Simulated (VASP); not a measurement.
# Zn (P6_3/mmc) in VASP: further runs

Runs on Zn. Level: PBEsol. Tasks: relaxation of cell and atoms.

Program: VASP 6.6.1. These are calculated values, not measurements. Logs are shortened: lines on timing, memory, paths and dates and some standing lists are left out, and cuts for length are marked.

### 1 The cell of the first run

The structure is hexagonal, space group P6_3/mmc (No. 194). The conventional cell has a = 2.635 Å, b = 2.635 Å, c = 4.665 Å, α = 90.00°, β = 90.00°, γ = 120.00°. Zn (site symmetry -6m2) has 12 Zn at 2.64 to 2.78 Å within 3.5 Å.

### 2 Relaxation of cell and atoms, PBEsol, target pressure 1 GPa, at which the enthalpy is minimised

File INCAR:

```
  PREC = Accurate
  ENCUT = 600
  EDIFF = 1E-6
  ISMEAR = -1
  SIGMA = 0.1
  LREAL = False
  LASPH = True
  NELM = 100
  ALGO = Normal
  ISIF = 3
  LWAVE = False
  LCHARG = False
  GGA = PS
  IBRION = 2
  NSW = 100
  EDIFFG = -0.002
  PSTRESS = 10.0
```

File KPOINTS:

```
Automatic mesh
0
Gamma
  20 20 10
```

File POSCAR:

```
Zn
1.0
    2.6354261662      0.0000000000      0.0000000000
   -1.3177130831      2.2823460098      0.0000000000
    0.0000000000      0.0000000000      4.6649985756
Zn
2
Direct
    0.3333333333      0.6666666667      0.2500000000
    0.6666666667      0.3333333333      0.7500000000
```

Potentials or basis: VASP PAW PBE potentials, release 64 (Zn).

Started as:

```console
$ cat potpaw_PBE.64/Zn/POTCAR > POTCAR
$ mpirun -np 1 vasp_std > vasp.out
```

OUTCAR:

```text
PREC = Accurate
   ENCUT = 600
   EDIFF = 1E-6
   ISMEAR = -1
   LREAL = False
   LASPH = True
   NELM = 100
   ISIF = 3
   GGA = PS
   IBRION = 2
   NSW = 100
   EDIFFG = -0.002
   PSTRESS = 10.0

 ion  position               nearest neighbor table
   1  0.333  0.667  0.250-   2 2.78   2 2.78   2 2.78   2 2.78   2 2.78   2 2.78
   2  0.667  0.333  0.750-   1 2.78   1 2.78   1 2.78   1 2.78   1 2.78   1 2.78

  LATTYP: Found a hexagonal cell.
 ALAT       =     2.6354261662
 C/A-ratio  =     1.7701116561

  Lattice vectors:

 A1 = (   2.6354261662,   0.0000000000,   0.0000000000)
 A2 = (  -1.3177130831,   2.2823460098,   0.0000000000)
 A3 = (   0.0000000000,   0.0000000000,   4.6649985756)

Analysis of symmetry for initial positions (statically):
=====================================================================
 Subroutine PRICEL returns:
 Original cell was already a primitive cell.

 Routine SETGRP: Setting up the symmetry group for a
 hexagonal supercell.

 Subroutine GETGRP returns: Found 24 space group operations
 (whereof 12 operations were pure point group operations)
 out of a pool of 24 trial point group operations.

The static configuration has the point symmetry D_3d.
 The point group associated with its full space group is D_6h.

Analysis of symmetry for dynamics (positions and initial velocities):
=====================================================================
 Subroutine PRICEL returns:
 Original cell was already a primitive cell.

 Routine SETGRP: Setting up the symmetry group for a
 hexagonal supercell.

 Subroutine GETGRP returns: Found 24 space group operations
 (whereof 12 operations were pure point group operations)
 out of a pool of 24 trial point group operations.

The dynamic configuration has the point symmetry D_3d.
 The point group associated with its full space group is D_6h.

 Subroutine INISYM returns: Found 24 space group operations
 (whereof 12 operations are pure point group operations),
 and found     1 'primitive' translations

----------------------------------------------------------------------------------------

                                     Primitive cell

  volume of cell :      28.0598

  direct lattice vectors                    reciprocal lattice vectors
     2.635426166  0.000000000  0.000000000     0.379445273  0.219072830  0.000000000
    -1.317713083  2.282346010  0.000000000     0.000000000  0.438145661  0.000000000
     0.000000000  0.000000000  4.664998576     0.000000000  0.000000000  0.214362338

  length of vectors
     2.635426166  2.635426166  4.664998576     0.438145661  0.438145661  0.214362338

  position of ions in fractional coordinates (direct lattice)
     0.333333333  0.666666667  0.250000000
     0.666666667  0.333333333  0.750000000

  ion indices of the primitive-cell ions
   primitive index   ion index
                 1           1
                 2           2

----------------------------------------------------------------------------------------

 KPOINTS: Automatic mesh

Automatic generation of k-mesh.
 Grid dimensions read from file:
 generate k-points for:   20   20   10

 Generating k-lattice:

  Cartesian coordinates                     Fractional coordinates (reciprocal lattice)
     0.018972264  0.010953642  0.000000000     0.050000000  0.000000000  0.000000000
     0.000000000  0.021907283  0.000000000     0.000000000  0.050000000  0.000000000
     0.000000000  0.000000000  0.021436234     0.000000000  0.000000000  0.100000000

  Length of vectors
     0.021907283  0.021907283  0.021436234

  Shift w.r.t. Gamma in fractional coordinates (k-lattice)
     0.000000000  0.000000000  0.000000000

 Subroutine IBZKPT returns following result:
 ===========================================

 Found    264 irreducible k-points:

 Following reciprocal coordinates:
            Coordinates               Weight
  0.000000  0.000000  0.000000      1.000000
  0.050000  0.000000  0.000000      6.000000
  0.100000 -0.000000  0.000000      6.000000
  0.150000 -0.000000  0.000000      6.000000
  0.200000 -0.000000  0.000000      6.000000
  0.250000  0.000000  0.000000      6.000000
[... 16 lines left out ...]
  0.200000  0.100000  0.000000     12.000000
  0.250000  0.100000  0.000000     12.000000
 [... further k-points ...]
   k-points           NKPTS =    264   k-points in BZ     NKDIM =    264   number of bands    NBANDS=     16
   number of dos      NEDOS =    301   number of ions     NIONS =      2
   total plane-waves  NPLWV =  23040
   dimension x,y,z NGX =    24 NGY =   24 NGZ =   40
   dimension x,y,z NGXF=    48 NGYF=   48 NGZF=   80
   ions per type =               2
   NGX,Y,Z   is equivalent  to a cutoff of  15.14, 15.14, 14.25 a.u.
   NGXF,Y,Z  is equivalent  to a cutoff of  30.28, 30.28, 28.51 a.u.
 SYSTEM =  unknown system
   PREC   = accura    normal or accurate (medium, high low for compatibility)
   ISTART =      0    job   : 0-new  1-cont  2-samecut
   ICHARG =      2    charge: 1-file 2-atom 10-const
   ISPIN  =      1    spin polarized calculation?
   LNONCOLLINEAR =      F non collinear calculations
   LSORBIT =      F    spin-orbit coupling
   LASPH  =      T    aspherical Exc in radial PAW
   ENCUT  =  600.0 eV  44.10 Ry    6.64 a.u.   5.26  5.26  9.32*2*pi/ulx,y,z
   NELM   =    100;   NELMIN=  2; NELMDL= -5     # of ELM steps
   EDIFF  = 0.1E-05   stopping-criterion for ELM
   LREAL  =      F    real-space projection
   EDIFFG = -.2E-02   stopping-criterion for IOM
   NSW    =    100    number of steps for IOM
   IBRION =      2    ionic relax: 0-MD 1-quasi-New 2-CG
   NFREE  =      1    steps in history (QN), initial steepest desc. (CG)
   ISIF   =      3    stress and relaxation
   ISYM   =      2    0-nonsym 1-usesym 2-fastsym
   POTIM  = 0.5000    time-step for ionic-motion
   TEBEG  =    0.0;   TEEND  =   0.0 temperature during run
   PSTRESS=   10.0 pullay stress
   NELECT =      24.0000    total number of electrons
   NUPDOWN=      -1.0000    fix difference up-down
   EMIN   =  10.00;   EMAX   =-10.00  energy-range for DOS
   EFERMI =   0.00;   METHOD = LEGACY
   ISMEAR =    -1;   SIGMA  =   0.10  broadening in eV -4-tet -1-fermi 0-gaus
   EFERMI_NEDOS =   21; number of points for ismear=-14 and -15
   IALGO  =     38    algorithm
   IMIX   =      4    mixing-type and parameters
     AMIX     =   0.40;   BMIX     =  1.00
     AMIX_MAG =   1.60;   BMIX_MAG =  1.00
  volume/ion in A,a.u.               =      14.03        94.68
  Fermi-wavevector in a.u.,A,eV,Ry     =   1.553999  2.936632 32.856868  2.414912
  Thomas-Fermi vector in A             =   2.658148
   LORBIT       =      0    0 simple, 1 ext, 2 COOP (PROOUT), +10 PAW based schemes
   GGA     = PS    functional components
   LHFCALC =     F    Hartree Fock is set to
   AEXX    =    0.0000 exact exchange contribution
   IVDW    =     0    specifies the selected vdW correction
   LEPSILON=     F    determine dielectric tensor
   LRPA    =     F    only Hartree local field effects (RPA)
 conjugate gradient relaxation of ions
 non-spin polarized calculation
  energy-cutoff  :      600.00
  volume of cell :       28.06
 maximum number of plane-waves:       950
 NGX is ok and might be reduce to    24
   NGX = 11   NGY = 11   NGZ = 19

--------------------------------------- Ionic step        1  -------------------------------------------

 number of electron      24.0000008 magnetization

 Free energy of the ion-electron system (eV)
  ---------------------------------------------------
  ext. energy  EPLUGINS =         0.00000000
  ---------------------------------------------------
  free energy    TOTEN  =        -3.17455333 eV

  energy without entropy =       -3.16149745  energy(sigma->0) =       -3.16802539

------------------------ aborting loop because EDIFF is reached ----------------------------------------

  FORCE on cell =-STRESS in cart. coord.  units (eV):
  Direction    XX          YY          ZZ          XY          YZ          ZX
  --------------------------------------------------------------------------------------
  -------------------------------------------------------------------------------------
  Total        0.0857151      0.0857151      0.0581878      0.0000000     -0.0000000      0.0000000
  in kB        4.8942277      4.8942277      3.3224539      0.0000000     -0.0000000      0.0000000
  external PRESSURE =      -5.6296969 kB  Pullay stress =      10.0000000 kB
[... 93 lines left out ...]
  FREE ENERGIE OF THE ION-ELECTRON SYSTEM (eV)
  ---------------------------------------------------
  free  energy   TOTEN  =        -3.1737723451 eV

  energy  without entropy=       -3.1609995876  energy(sigma->0) =       -3.16738597

  enthalpy is  TOTEN    =        -2.9997668184 eV   P V=        0.1740055267

[... ionic steps 4 to 14 ...]

--------------------------------------- Ionic step       15  -------------------------------------------

 number of electron      24.0000005 magnetization

------------------------ aborting loop because EDIFF is reached ----------------------------------------

  FORCE on cell =-STRESS in cart. coord.  units (eV):
  Direction    XX          YY          ZZ          XY          YZ          ZX
  --------------------------------------------------------------------------------------
  -------------------------------------------------------------------------------------
  Total        0.1876987      0.1876987      0.1781700      0.0000000     -0.0000000      0.0000000
  in kB       10.7886759     10.7886759     10.2409793      0.0000000     -0.0000000      0.0000000
  external PRESSURE =       0.6061104 kB  Pullay stress =      10.0000000 kB
[... 61 lines left out ...]
  enthalpy is  TOTEN    =        -2.9998428110 eV   P V=        0.1739811448

--------------------------------------- Ionic step       17  -------------------------------------------

 number of electron      24.0000005 magnetization

 Free energy of the ion-electron system (eV)
  ---------------------------------------------------
  ext. energy  EPLUGINS =         0.00000000
  ---------------------------------------------------
  free energy    TOTEN  =        -3.17382138 eV

  energy without entropy =       -3.16119757  energy(sigma->0) =       -3.16750947

 E-fermi :   3.6450     XC(G=0): -12.1761

 val. band max:        3.6284216665   @ k =   0.2000   0.0500   0.1000
 cond. band min:       3.6653102221   @ k =   0.4000   0.0000   0.0000
 fundamental gap:      0.0368885556
 Fermi energy:         3.6449814426

 k-point     1 :       0.0000    0.0000    0.0000
  band No.  band energies     occupation
      1      -7.5408      2.00000
      2      -5.3133      2.00000
      3      -4.4691      2.00000
      4      -4.2814      2.00000
      5      -4.2814      2.00000
      6      -4.2049      2.00000
[... 8 lines left out ...]
     15      21.0238      0.00000
     16      21.0238      0.00000
[... 420 lines left out ...]
  band No.  band energies     occupation
      1      -5.1960      2.00000
      2      -4.8514      2.00000
      3      -4.6217      2.00000
      4      -4.3760      2.00000
      5      -4.2981      2.00000
      6      -4.2169      2.00000
[... 8 lines left out ...]
     15      12.3536      0.00000
     16      14.9848      0.00000

 [... further k-points ...]
[... 5 lines left out ...]
  --------------------------------------------------------------------------------------
  -------------------------------------------------------------------------------------
  Total        0.1736695      0.1736695      0.1720965     -0.0000000      0.0000000      0.0000000
  in kB        9.9822425      9.9822425      9.8918292     -0.0000000      0.0000000      0.0000000
  external PRESSURE =      -0.0478952 kB  Pullay stress =      10.0000000 kB
[... 17 lines left out ...]
  FREE ENERGIE OF THE ION-ELECTRON SYSTEM (eV)
  ---------------------------------------------------
  free  energy   TOTEN  =        -3.1738213809 eV

  energy  without entropy=       -3.1611975687  energy(sigma->0) =       -3.16750947

  enthalpy is  TOTEN    =        -2.9998429285 eV   P V=        0.1739784524

 reached required accuracy - stopping structural energy minimisation
```

Run time: 12 min. Hardware: 1 thread of Oxide Virtual Turin-like, shared host; peak memory 0.22 GiB.

What came out:

| Property | Result |
| --- | --- |
| Free energy | -3.1738 eV |
| Relaxed volume | 13.94 Å³/atom |
| Relaxed cell | a = 2.634 Å, b = 2.634 Å, c = 4.639 Å, α = 90.00°, β = 90.00°, γ = 120.00° |
| Space group after relaxing (to 0.05 Å) | P6_3/mmc (No. 194) |
| Energy change on relaxing (the enthalpy is what falls) | +0.4 meV/atom |
| Ionic steps | 17 |
| Pressure after relaxing | 1.0 GPa |
| Band gap on the k mesh | zero (band 12 reaches 5.30 eV, above the bottom of band 13 at 1.28 eV) |

The path:
| step | energy change (eV) | largest force (eV/Å) | pressure (GPa) | volume (Å³) |
| --- | --- | --- | --- | --- |
| 1 | 0.0000 | 0.0000 | 0.44 | 28.06 |
| 2 | 0.0009 | 0.0000 | 1.09 | 27.86 |
| 3 | 0.0008 | 0.0000 | 1.05 | 27.88 |
| 4 | 0.0007 | 0.0000 | 1.02 | 27.89 |
| 5 | 0.0007 | 0.0000 | 1.14 | 27.88 |
| 6 | 0.0007 | 0.0000 | 1.34 | 27.87 |
| 7 | 0.0007 | 0.0000 | 0.98 | 27.88 |
| 8 | 0.0007 | 0.0000 | 0.96 | 27.88 |
| 9 | 0.0007 | 0.0000 | 0.97 | 27.88 |
| 10 | 0.0007 | 0.0000 | 0.94 | 27.88 |
| 11 | 0.0007 | 0.0000 | 0.95 | 27.88 |
| 12 | 0.0007 | 0.0000 | 0.94 | 27.88 |
| 13 | 0.0007 | 0.0000 | 0.97 | 27.88 |
| 14 | 0.0007 | 0.0000 | 0.94 | 27.88 |
| 15 | 0.0007 | 0.0000 | 1.06 | 27.87 |
| 16 | 0.0007 | 0.0000 | 0.91 | 27.87 |
| 17 | 0.0007 | 0.0000 | 1.00 | 27.87 |

Final structure:
```cif
data_structure
_symmetry_space_group_name_H-M 'P 1'
_symmetry_Int_Tables_number 1
_cell_length_a 2.6341
_cell_length_b 2.6341
_cell_length_c 4.6389
_cell_angle_alpha 90.000
_cell_angle_beta 90.000
_cell_angle_gamma 120.000
_cell_volume 27.87
loop_
_atom_site_label
_atom_site_type_symbol
_atom_site_fract_x
_atom_site_fract_y
_atom_site_fract_z
_atom_site_occupancy
Zn1 Zn 0.33333 0.66667 0.25000 1
Zn2 Zn 0.66667 0.33333 0.75000 1
```

Caveat: the cell is relaxed towards a set pressure, so the enthalpy falls and the energy may rise; the PAW data sets were made with another functional, which shifts forces and pressure a little.

### 3 Relaxation of cell and atoms, PBEsol, target pressure 2 GPa, at which the enthalpy is minimised

File INCAR:

```
PREC = Accurate ; ENCUT = 600
EDIFF = 1E-6 ; ISMEAR = -1
SIGMA = 0.1 ; LREAL = False
LASPH = True ; NELM = 60
ALGO = Normal ; ISIF = 3
LWAVE = False ; LCHARG = False
GGA = PS ; IBRION = 2
NSW = 100 ; EDIFFG = -0.002
PSTRESS = 20.0
```

File KPOINTS:

```
regular mesh
0
Gamma
  20 20 10
```

POSCAR is that of step 2.

Potentials or basis: VASP PAW PBE potentials, release 64 (Zn).

Started as:

```console
$ cat potpaw_PBE.64/Zn/POTCAR > POTCAR
$ mpirun -np 1 vasp_std > vasp.out
```

OUTCAR:

```text
PREC = Accurate
   ENCUT = 600
   EDIFF = 1E-6
   ISMEAR = -1
   LREAL = False
   LASPH = True
   NELM = 60
   ISIF = 3
   GGA = PS
   IBRION = 2
   NSW = 100
   EDIFFG = -0.002
   PSTRESS = 20.0

 ion  position               nearest neighbor table
   1  0.333  0.667  0.250-   2 2.78   2 2.78   2 2.78   2 2.78   2 2.78   2 2.78
   2  0.667  0.333  0.750-   1 2.78   1 2.78   1 2.78   1 2.78   1 2.78   1 2.78

  LATTYP: Found a hexagonal cell.
 ALAT       =     2.6354261662
 C/A-ratio  =     1.7701116561

  Lattice vectors:

 A1 = (   2.6354261662,   0.0000000000,   0.0000000000)
 A2 = (  -1.3177130831,   2.2823460098,   0.0000000000)
 A3 = (   0.0000000000,   0.0000000000,   4.6649985756)

Analysis of symmetry for initial positions (statically):
[... 367 lines left out ...]

 number of electron      24.0000004 magnetization

 Free energy of the ion-electron system (eV)
  ---------------------------------------------------
  ext. energy  EPLUGINS =         0.00000000
  ---------------------------------------------------
  free energy    TOTEN  =        -3.17103440 eV

  energy without entropy =       -3.15891488  energy(sigma->0) =       -3.16497464

 E-fermi :   3.7414     XC(G=0): -12.2363

 val. band max:        3.7406311831   @ k =   0.4000   0.0000   0.0000
 cond. band min:       3.7442745938   @ k =   0.3000   0.3000   0.4000
 fundamental gap:      0.0036434107
 Fermi energy:         3.7414494079

 k-point     1 :       0.0000    0.0000    0.0000
  band No.  band energies     occupation
      1      -7.5494      2.00000
      2      -5.2772      2.00000
      3      -4.4123      2.00000
      4      -4.2278      2.00000
      5      -4.2278      2.00000
      6      -4.1483      2.00000
[... 433 lines left out ...]
      3      -4.5790      2.00000
      4      -4.3316      2.00000
      5      -4.2429      2.00000
      6      -4.1651      2.00000
[... 8 lines left out ...]
     15      12.4526      0.00000
     16      15.1824      0.00000

 [... further k-points ...]
[... 5 lines left out ...]
  --------------------------------------------------------------------------------------
  -------------------------------------------------------------------------------------
  Total        0.3435783      0.3435783      0.3472058      0.0000000      0.0000000     -0.0000000
  in kB       19.9660142     19.9660142     20.1768144      0.0000000      0.0000000     -0.0000000
  external PRESSURE =       0.0362809 kB  Pullay stress =      20.0000000 kB
[... 21 lines left out ...]
  energy  without entropy=       -3.1589148754  energy(sigma->0) =       -3.16497464

  enthalpy is  TOTEN    =        -2.8268712428 eV   P V=        0.3441631534

 reached required accuracy - stopping structural energy minimisation
```

CONTCAR:

```text
Zn
   1.00000000000000
     2.6278298216625253   -0.0000000000000000    0.0000000000000000
    -1.3139149108312627    2.2757673824594740   -0.0000000000000000
     0.0000000000000000   -0.0000000000000000    4.6102009248295861
  Zn
     2
Direct
     0.3333333332999970    0.6666666667000030    0.2500000000000000
     0.6666666667000030    0.3333333332999970    0.7500000000000000

  0.00000000E+00  0.00000000E+00  0.00000000E+00
  0.00000000E+00  0.00000000E+00  0.00000000E+00
```

It took 14 min on 1 thread of Oxide Virtual Turin-like, shared host; peak memory 0.23 GiB.

What came out:

* Free energy: -3.1710 eV
* Relaxed volume: 13.79 Å³/atom
* Relaxed cell: a = 2.628 Å, b = 2.628 Å, c = 4.610 Å, α = 90.00°, β = 90.00°, γ = 120.00°
* Space group after relaxing (to 0.05 Å): P6_3/mmc (No. 194)
* Energy change on relaxing (the enthalpy is what falls): +1.8 meV/atom
* Ionic steps: 15
* Pressure after relaxing: 2.0 GPa
* Band gap on the k mesh: zero (band 12 reaches 5.41 eV, above the bottom of band 13 at 1.43 eV)

The path:
| step | energy change (eV) | largest force (eV/Å) | pressure (GPa) | volume (Å³) |
| --- | --- | --- | --- | --- |
| 1 | 0.0000 | 0.0000 | 0.44 | 28.06 |
| 2 | 0.0047 | 0.0000 | 2.42 | 27.51 |
| 3 | 0.0034 | 0.0000 | 2.01 | 27.61 |
| 4 | 0.0034 | 0.0000 | 2.32 | 27.59 |
| 5 | 0.0034 | 0.0000 | 2.31 | 27.58 |
| 6 | 0.0036 | 0.0000 | 1.96 | 27.56 |
| 7 | 0.0036 | 0.0000 | 2.05 | 27.57 |
| 8 | 0.0035 | 0.0000 | 1.74 | 27.57 |
| 9 | 0.0036 | 0.0000 | 2.27 | 27.57 |
| 10 | 0.0028 | 0.0000 | 1.73 | 27.64 |
| 11 | 0.0032 | 0.0000 | 1.98 | 27.60 |
| 12 | 0.0033 | 0.0000 | 1.92 | 27.59 |
| 13 | 0.0034 | 0.0000 | 1.98 | 27.58 |
| 14 | 0.0035 | 0.0000 | 2.02 | 27.57 |
| 15 | 0.0035 | 0.0000 | 2.00 | 27.57 |

Final structure:
```
Zn
1.0
     2.62783    0.00000    0.00000
    -1.31391    2.27577    0.00000
     0.00000    0.00000    4.61020
Zn
2
Direct
  0.33333 0.66667 0.25000
  0.66667 0.33333 0.75000
```

Caveat: the cell is relaxed towards a set pressure, so the enthalpy falls and the energy may rise; the PAW data sets were made with another functional, which shifts forces and pressure a little.

(Continued in part 2 of 2.)
